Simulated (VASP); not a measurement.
Set up this calculation in VASP 6.6.1, as the native input.

```yaml
Task: single point
Functional: PBE
Dispersion: D3(BJ)
Potentials_or_basis: VASP PAW PBE potentials, release 64 (Al)
Cutoff: 520 eV
k_mesh: 18 × 18 × 10
Occupations: gaussian, width 0.15 eV
Spin: no spin polarisation
Dipole_correction: no
Further_INCAR_settings: ALGO = Fast; EDIFF = 1e-06; NBANDS = 10
```

The structure of Al lies in POSCAR:

```
Al
1.0
    2.8124553515      0.0000000000      0.0000000000
   -1.4062276757      2.4356577814      0.0000000000
    0.0000000000      0.0000000000      4.8668500000
Al
2
Direct
    0.4533299466      0.3333333333      0.7500000000
    0.3333333333      0.6666666667      0.2500000000
```

This cell differs from its parent crystal: atom 1 (Al) moved by (-0.600, +0.000) A along x and y.

One way to write it, as run:

INCAR

```
PREC     = Accurate       # precision mode
ENCUT    = 520            # plane-wave cutoff, eV
EDIFF    = 1E-6           # SCF threshold, eV
ISMEAR   = 0              # smearing method
SIGMA    = 0.15           # smearing width, eV
LREAL    = False          # projectors in reciprocal space
LASPH    = True           # aspherical terms in the spheres
NELM     = 100            # most SCF steps
ALGO     = Fast           # electronic algorithm
ISIF     = 2              # what is computed and relaxed
LWAVE    = False          # write WAVECAR
LCHARG   = False          # write CHGCAR
GGA      = PE             # functional
IVDW     = 12             # dispersion correction
NBANDS   = 10             # bands
```

KPOINTS

```
Automatic mesh
0
Gamma
  18 18 10
```

Potentials or basis: VASP PAW PBE potentials, release 64 (Al).

Run with:

```sh
$ cat potpaw_PBE.64/Al/POTCAR > POTCAR
$ mpirun -np 1 vasp_std > vasp.out
```

It gave:

The pressure is -1.1 GPa and the largest force is 0.454 eV/Å. The band gap on the k mesh is zero (band 3 reaches 11.43 eV, above the bottom of band 4 at 4.58 eV) and the dispersion energy per atom is -0.333 eV.

Caveat: the cell differs from its parent crystal (atom 1 (Al) moved by (-0.600, +0.000) A along x and y); pairwise dispersion overbinds metals, which lowers pressure and volume.

Run time: 110 s on 1 thread of Intel Xeon 6975P-C, with other jobs on the host, peak memory 0.37 GiB.
